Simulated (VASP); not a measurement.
# Ti (Fm-3m) in VASP: notebook

The runs below take Ti through single point, relaxation of cell and atoms, with PBEsol.

Everything below comes from runs of VASP 6.6.1. Logs are shortened: lines on timing, memory, paths and dates and some standing lists are left out, and cuts for length are marked.

### Step 1. The cell of the first run

It takes space group Fm-3m (No. 225, cubic). The conventional cell has a = 4.054 Å, b = 4.054 Å, c = 4.054 Å, α = 90.00°, β = 90.00°, γ = 90.00°. Ti (site symmetry m-3m) has 12 Ti at 2.87 Å within 3.8 Å.

This isn't the form of Ti at room conditions, which is hcp.

### Step 2. Single point, PBEsol

File INCAR:

```
SYSTEM = Ti
PREC = Accurate
ENCUT = 520
EDIFF = 1E-6
ISMEAR = -1
SIGMA = 0.05
LREAL = .FALSE.
LASPH = .TRUE.
NELM = 80
ALGO = Normal
ISIF = 2
LWAVE = .FALSE.
LCHARG = .FALSE.
GGA = PS
NBANDS = 12
```

File KPOINTS:

```
regular mesh
0
G
  10 10 10
  0 0 0
```

File POSCAR:

```
Ti
1.0
    0.0000000000      2.0270948462      2.0270948462
    2.0270948462      0.0000000000      2.0270948462
    2.0270948462      2.0270948462      0.0000000000
Ti
1
Direct
    0.0000000000      0.0000000000      0.0000000000
```

Potentials or basis: VASP PAW PBE potentials, release 64 (Ti_sv).

Run with:

```console
$ cat potpaw_PBE.64/Ti_sv/POTCAR > POTCAR
$ mpirun -np 1 vasp_std > vasp.out
```

OUTCAR:

```text
SYSTEM = Ti
   PREC = Accurate
   ENCUT = 520
   EDIFF = 1E-6
   ISMEAR = -1
   LREAL = .FALSE.
   LASPH = .TRUE.
   NELM = 80
   ISIF = 2
   GGA = PS

 ion  position               nearest neighbor table
   1  0.000  0.000  0.000-

  LATTYP: Found a face centered cubic cell.
 ALAT       =     4.0541896924

  Lattice vectors:

 A1 = (   0.0000000000,   2.0270948462,   2.0270948462)
 A2 = (   2.0270948462,   0.0000000000,   2.0270948462)
 A3 = (   2.0270948462,   2.0270948462,   0.0000000000)

Analysis of symmetry for initial positions (statically):
=====================================================================
 Subroutine PRICEL returns:
 Original cell was already a primitive cell.

 Routine SETGRP: Setting up the symmetry group for a
 face centered cubic supercell.

 Subroutine GETGRP returns: Found 48 space group operations
 (whereof 48 operations were pure point group operations)
 out of a pool of 48 trial point group operations.

The static configuration has the point symmetry O_h .

Analysis of symmetry for dynamics (positions and initial velocities):
=====================================================================
 Subroutine PRICEL returns:
 Original cell was already a primitive cell.

 Routine SETGRP: Setting up the symmetry group for a
 face centered cubic supercell.

 Subroutine GETGRP returns: Found 48 space group operations
 (whereof 48 operations were pure point group operations)
 out of a pool of 48 trial point group operations.

The dynamic configuration has the point symmetry O_h .

 Subroutine INISYM returns: Found 48 space group operations
 (whereof 48 operations are pure point group operations),
 and found     1 'primitive' translations

----------------------------------------------------------------------------------------

                                     Primitive cell

  volume of cell :      16.6591

  direct lattice vectors                    reciprocal lattice vectors
     0.000000000  2.027094846  2.027094846    -0.246658414  0.246658414  0.246658414
     2.027094846  0.000000000  2.027094846     0.246658414 -0.246658414  0.246658414
     2.027094846  2.027094846  0.000000000     0.246658414  0.246658414 -0.246658414

  length of vectors
     2.866745024  2.866745024  2.866745024     0.427224905  0.427224905  0.427224905

  position of ions in fractional coordinates (direct lattice)
     0.000000000  0.000000000  0.000000000

  ion indices of the primitive-cell ions
   primitive index   ion index
                 1           1

----------------------------------------------------------------------------------------

 KPOINTS: regular mesh

Automatic generation of k-mesh.
 Grid dimensions read from file:
 generate k-points for:   10   10   10

 Generating k-lattice:

  Cartesian coordinates                     Fractional coordinates (reciprocal lattice)
    -0.024665841  0.024665841  0.024665841     0.100000000  0.000000000  0.000000000
     0.024665841 -0.024665841  0.024665841     0.000000000  0.100000000  0.000000000
     0.024665841  0.024665841 -0.024665841     0.000000000  0.000000000  0.100000000

  Length of vectors
     0.042722491  0.042722491  0.042722491

  Shift w.r.t. Gamma in fractional coordinates (k-lattice)
     0.000000000  0.000000000  0.000000000

 Subroutine IBZKPT returns following result:
 ===========================================

 Found     47 irreducible k-points:

 Following reciprocal coordinates:
            Coordinates               Weight
  0.000000  0.000000  0.000000      1.000000
  0.100000  0.000000  0.000000      8.000000
  0.200000  0.000000  0.000000      8.000000
  0.300000  0.000000  0.000000      8.000000
  0.400000  0.000000  0.000000      8.000000
  0.500000  0.000000  0.000000      4.000000
[... 16 lines left out ...]
  0.300000  0.300000  0.000000      6.000000
  0.400000  0.300000  0.000000     24.000000
 [... further k-points ...]
   k-points           NKPTS =     47   k-points in BZ     NKDIM =     47   number of bands    NBANDS=     12
   number of dos      NEDOS =    301   number of ions     NIONS =      1
   total plane-waves  NPLWV =  13824
   dimension x,y,z NGX =    24 NGY =   24 NGZ =   24
   dimension x,y,z NGXF=    48 NGYF=   48 NGZF=   48
   ions per type =               1
   NGX,Y,Z   is equivalent  to a cutoff of  13.92, 13.92, 13.92 a.u.
   NGXF,Y,Z  is equivalent  to a cutoff of  27.84, 27.84, 27.84 a.u.
 SYSTEM =  Ti
   PREC   = accura    normal or accurate (medium, high low for compatibility)
   ISTART =      0    job   : 0-new  1-cont  2-samecut
   ICHARG =      2    charge: 1-file 2-atom 10-const
   ISPIN  =      1    spin polarized calculation?
   LNONCOLLINEAR =      F non collinear calculations
   LSORBIT =      F    spin-orbit coupling
   LASPH  =      T    aspherical Exc in radial PAW
   ENCUT  =  520.0 eV  38.22 Ry    6.18 a.u.   5.33  5.33  5.33*2*pi/ulx,y,z
   NELM   =     80;   NELMIN=  2; NELMDL= -5     # of ELM steps
   EDIFF  = 0.1E-05   stopping-criterion for ELM
   LREAL  =      F    real-space projection
   EDIFFG = 0.1E-04   stopping-criterion for IOM
   NSW    =      0    number of steps for IOM
   IBRION =     -1    ionic relax: 0-MD 1-quasi-New 2-CG
   NFREE  =      0    steps in history (QN), initial steepest desc. (CG)
   ISIF   =      2    stress and relaxation
   ISYM   =      2    0-nonsym 1-usesym 2-fastsym
   POTIM  = 0.5000    time-step for ionic-motion
   TEBEG  =    0.0;   TEEND  =   0.0 temperature during run
   PSTRESS=    0.0 pullay stress
   NELECT =      12.0000    total number of electrons
   NUPDOWN=      -1.0000    fix difference up-down
   EMIN   =  10.00;   EMAX   =-10.00  energy-range for DOS
   EFERMI =   0.00;   METHOD = LEGACY
   ISMEAR =    -1;   SIGMA  =   0.05  broadening in eV -4-tet -1-fermi 0-gaus
   EFERMI_NEDOS =   21; number of points for ismear=-14 and -15
   IALGO  =     38    algorithm
   IMIX   =      4    mixing-type and parameters
     AMIX     =   0.40;   BMIX     =  1.00
     AMIX_MAG =   1.60;   BMIX_MAG =  1.00
  volume/ion in A,a.u.               =      16.66       112.42
  Fermi-wavevector in a.u.,A,eV,Ry     =   1.467522  2.773214 29.301775  2.153620
  Thomas-Fermi vector in A             =   2.583129
   LORBIT       =      0    0 simple, 1 ext, 2 COOP (PROOUT), +10 PAW based schemes
   GGA     = PS    functional components
   LHFCALC =     F    Hartree Fock is set to
   AEXX    =    0.0000 exact exchange contribution
   IVDW    =     0    specifies the selected vdW correction
   LEPSILON=     F    determine dielectric tensor
   LRPA    =     F    only Hartree local field effects (RPA)
 non-spin polarized calculation
  energy-cutoff  :      520.00
  volume of cell :       16.66
 maximum number of plane-waves:       464
 NGX is ok and might be reduce to    24
   NGX = 11   NGY = 11   NGZ = 11

 number of electron      12.0000001 magnetization

 Free energy of the ion-electron system (eV)
  ---------------------------------------------------
  ext. energy  EPLUGINS =         0.00000000
  ---------------------------------------------------
  free energy    TOTEN  =        -8.29026216 eV

  energy without entropy =       -8.27837035  energy(sigma->0) =       -8.28431626

 E-fermi :   8.5480     XC(G=0): -11.8353

 val. band max:        8.5380908889   @ k =  -0.2000   0.1000   0.0000
 cond. band min:       8.6223784462   @ k =   0.5000   0.1000   0.0000
 fundamental gap:      0.0842875573
 Fermi energy:         8.5479818606

 k-point     1 :       0.0000    0.0000    0.0000
  band No.  band energies     occupation
      1     -47.8567      2.00000
      2     -23.7587      2.00000
      3     -23.7587      2.00000
      4     -23.7587      2.00000
      5       2.3460      2.00000
      6       9.4504      0.00000
      7       9.4504      0.00000
      8       9.4504      0.00000
      9      11.1701      0.00000
     10      11.1701      0.00000
     11      24.0435      0.00000
     12      28.6768      0.00000

 k-point     2 :       0.1000    0.0000    0.0000
  band No.  band energies     occupation
      1     -47.8428      2.00000
      2     -23.8357      2.00000
      3     -23.7682      2.00000
      4     -23.7682      2.00000
      5       2.6797      2.00000
      6       9.2472      0.00000
      7       9.5665      0.00000
      8       9.5665      0.00000
      9      11.0983      0.00000
     10      11.0983      0.00000
     11      24.3004      0.00000
     12      26.6540      0.00000

 k-point     3 :       0.2000    0.0000    0.0000
  band No.  band energies     occupation
      1     -47.8062      2.00000
      2     -24.0343      2.00000
      3     -23.7930      2.00000
      4     -23.7930      2.00000
      5       3.5968      2.00000
      6       8.8080      0.01097
      7       9.7358      0.00000
      8       9.7358      0.00000
      9      11.0931      0.00000
     10      11.0931      0.00000
     11      23.2784      0.00000
     12      25.0821      0.00000
[... 286 lines left out ...]
 k-point    23 :       0.3000    0.3000    0.0000
  band No.  band energies     occupation
      1     -47.7291      2.00000
      2     -24.2471      2.00000
      3     -23.9371      2.00000
      4     -23.9371      2.00000
      5       5.3429      2.00000
      6       7.5169      2.00000
      7       9.6655      0.00000
      8      11.1533      0.00000
      9      11.1533      0.00000
     10      11.8902      0.00000
     11      23.5460      0.00000
     12      23.7011      0.00000

 k-point    24 :       0.4000    0.3000    0.0000
  band No.  band energies     occupation
      1     -47.6998      2.00000
      2     -24.3475      2.00000
      3     -23.9922      2.00000
      4     -23.9672      2.00000
      5       5.8960      2.00000
      6       7.2690      2.00000
      7       9.5745      0.00000
      8      11.2945      0.00000
      9      12.1395      0.00000
     10      12.2570      0.00000
     11      21.2412      0.00000
     12      22.4748      0.00000

 [... further k-points ...]

------------------------ aborting loop because EDIFF is reached ----------------------------------------

  FORCE on cell =-STRESS in cart. coord.  units (eV):
  Direction    XX          YY          ZZ          XY          YZ          ZX
  --------------------------------------------------------------------------------------
  -------------------------------------------------------------------------------------
  Total       -0.0211760     -0.0211760     -0.0211760     -0.0000000      0.0000000     -0.0000000
  in kB       -2.0365822     -2.0365822     -2.0365822     -0.0000000      0.0000000     -0.0000000
  external PRESSURE =      -2.0365822 kB  Pullay stress =       0.0000000 kB

 VOLUME and BASIS-vectors are now :
 -----------------------------------------------------------------------------
  energy-cutoff  :      520.00
  volume of cell :       16.66
      direct lattice vectors                 reciprocal lattice vectors
     0.000000000  2.027094846  2.027094846    -0.246658414  0.246658414  0.246658414
     2.027094846  0.000000000  2.027094846     0.246658414 -0.246658414  0.246658414
     2.027094846  2.027094846  0.000000000     0.246658414  0.246658414 -0.246658414

 POSITION                                       TOTAL-FORCE (eV/Angst)
 -----------------------------------------------------------------------------------
      0.00000      0.00000      0.00000         0.000000      0.000000      0.000000
 -----------------------------------------------------------------------------------
    total drift:                               -0.000000     -0.000000     -0.000000

  FREE ENERGIE OF THE ION-ELECTRON SYSTEM (eV)
  ---------------------------------------------------
  free  energy   TOTEN  =        -8.2902621599 eV

  energy  without entropy=       -8.2783703535  energy(sigma->0) =       -8.28431626
```

Wall time 10 s (1 thread of AMD EPYC 7R13, shared host); peak memory 0.11 GiB.

Results:

```yaml
Free_energy: -8.2903 eV
Pressure: -0.2 GPa
Band_gap_on_the_k_mesh: zero (bands 6 and 7 overlap by 1.17 eV)
```

Levels at points of the mesh, in eV from the Fermi level:
```tsv
k point	band 3	band 4	band 5	band 6	band 7	band 8	band 9	band 10
(0.00, 0.00, 0.00)	-32.31	-32.31	-6.20	0.90	0.90	0.90	2.62	2.62
(0.50, 0.00, 0.00)	-32.41	-32.41	-2.69	0.74	0.77	0.77	3.78	3.78
(0.50, 0.50, 0.00)	-32.58	-32.58	-2.74	-1.83	3.03	3.76	4.08	4.08
```

Caveat: the PAW data sets were made with another functional, which shifts forces and pressure a little.

### Step 3. Relaxation of cell and atoms, PBEsol

File INCAR:

```
ALGO = Normal
EDIFF = 1E-6
EDIFFG = -0.01
ENCUT = 600
GGA = PS
IBRION = 2
ISIF = 3
ISMEAR = -1
LASPH = T
LCHARG = F
LREAL = F
LWAVE = F
NELM = 60
NSW = 60
PREC = Accurate
SIGMA = 0.05
```

File KPOINTS:

```
k-points
0
Gamma
  10 10 10
```

POSCAR is that of step 2.

Potentials or basis: VASP PAW PBE potentials, release 64 (Ti_sv).

Run with:

```console
$ cat potpaw_PBE.64/Ti_sv/POTCAR > POTCAR
$ mpirun -np 1 vasp_std > vasp.out
```

Wall time 20 s (1 thread of AMD EPYC 7R13, shared host); peak memory 0.12 GiB.

The run converged. Its results:

| Quantity | Value |
| --- | --- |
| Free energy | -8.2901 eV |
| Relaxed volume | 16.62 Å³/atom |
| Relaxed cell | a = 2.865 Å, b = 2.865 Å, c = 2.865 Å, α = 60.00°, β = 60.00°, γ = 60.00° |
| Space group after relaxing (to 0.1 Å) | Fm-3m (No. 225) |
| Energy gained by relaxing | 0.0 meV/atom |
| Ionic steps | 3 |
| Pressure after relaxing | 0.0 GPa |
| Band gap on the k mesh | zero (bands 6 and 7 overlap by 1.18 eV) |

Final structure:
```
CELL_PARAMETERS angstrom
0.00000 2.02569 2.02569
2.02569 0.00000 2.02569
2.02569 2.02569 0.00000
ATOMIC_POSITIONS crystal
Ti 0.00000 0.00000 0.00000
```

Levels at points of the mesh, in eV from the Fermi level:
| k point | band 3 | band 4 | band 5 | band 6 | band 7 | band 8 | band 9 | band 10 |
| --- | --- | --- | --- | --- | --- | --- | --- | --- |
| (0.00, 0.00, 0.00) | -32.30 | -32.30 | -6.21 | 0.90 | 0.90 | 0.90 | 2.63 | 2.63 |
| (0.50, 0.00, 0.00) | -32.40 | -32.40 | -2.70 | 0.75 | 0.77 | 0.77 | 3.79 | 3.79 |
| (0.50, 0.50, 0.00) | -32.57 | -32.57 | -2.74 | -1.83 | 3.04 | 3.77 | 4.09 | 4.09 |

Caveat: the PAW data sets were made with another functional, which shifts forces and pressure a little.

The gap in the log of VASP goes by the Fermi energy; the results here count the filled bands.